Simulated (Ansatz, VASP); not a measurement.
LaSc2F: VASP beside Ansatz

File INCAR:

```
ALGO     = Normal         # electronic algorithm
EDIFF    = 1E-6           # SCF threshold, eV
EDIFFG   = -0.01          # ionic threshold
ENCUT    = 600            # plane-wave cutoff, eV
GGA      = PE             # functional
IBRION   = 2              # ionic algorithm
ISIF     = 3              # what is computed and relaxed
ISMEAR   = 0              # smearing method
LASPH    = T              # aspherical terms in the spheres
LCHARG   = F              # write CHGCAR
LREAL    = F              # projectors in reciprocal space
LWAVE    = F              # write WAVECAR
NELM     = 100            # most SCF steps
NSW      = 100            # ionic steps
PREC     = Accurate       # precision mode
SIGMA    = 0.1            # smearing width, eV
```

Contents of KPOINTS:

```
k-points
0
Gamma
  12 12 10
```

The input POSCAR:

```
LaSc2F
1.0
    5.6070644149      0.0000000000      0.0000000000
   -2.8035322075      4.8558602240      0.0000000000
    0.0000000000      0.0000000000      4.4418204919
La Sc F
1 2 1
Direct
    0.0000000000      0.0000000000      0.5000000000
    0.3333333333      0.6666666667      0.0000000000
    0.6666666667      0.3333333333      0.0000000000
    0.0000000000      0.0000000000      0.0000000000
```

Input for Ansatz:

```yaml
crystal:
  lattice:
    - [5.6070644149, 0.0, 0.0]
    - [-2.8035322075, 4.855860224, 0.0]
    - [0.0, 0.0, 4.4418204919]
  atoms:
    - { symbol: La, position: [0.0, 0.0, 0.5] }
    - { symbol: Sc, position: [0.3333333333, 0.6666666667, 0.0] }
    - { symbol: Sc, position: [0.6666666667, 0.3333333333, 0.0] }
    - { symbol: F, position: [0.0, 0.0, 0.0] }
basis:
  ecutwfc: 420
kpoints:
  mp_grid: { grid: [12, 12, 10] }
hamiltonian:
  xc: pbe
scf:
  occupations: { method: gaussian, width: 0.1 }
output:
  forces: true
  stress: true
  eigenvalues: true
relax:
  adjacent_minimum: "off"
  f_tol: 0.01
  max_steps: 80
  cell: { stress_tol: 0.05 }
```

Alike in both runs: task relaxation of cell and atoms; functional PBE; k mesh 12 × 12 × 10; occupations gaussian, width 0.1 eV; no spin polarisation.

|  | VASP | Ansatz |
| --- | --- | --- |
| version | VASP 6.6.1 | Ansatz 0.2.0 |
| potentials or method | VASP PAW PBE potentials, release 64 (La, Sc_sv, F), cutoff 600 eV | scalar-relativistic, plane waves, PAW |
| valence electrons in the cell | 40 | 40 |

|  | VASP | Ansatz | Ansatz less VASP |
| --- | --- | --- | --- |
| gap on the k mesh at the Fermi level, each at its own relaxed structure (eV) | none | none | - |
| relaxed volume (Å³/atom) | 30.01 | 30.08 | +0.068 |
| relaxed length of the cell vector where the two differ most in proportion (Å) | 5.578 | 5.583 | +0.0053 |

A gap of «none» marks a metal or a gap that the smearing closes.

Spin-orbit coupling is off throughout.
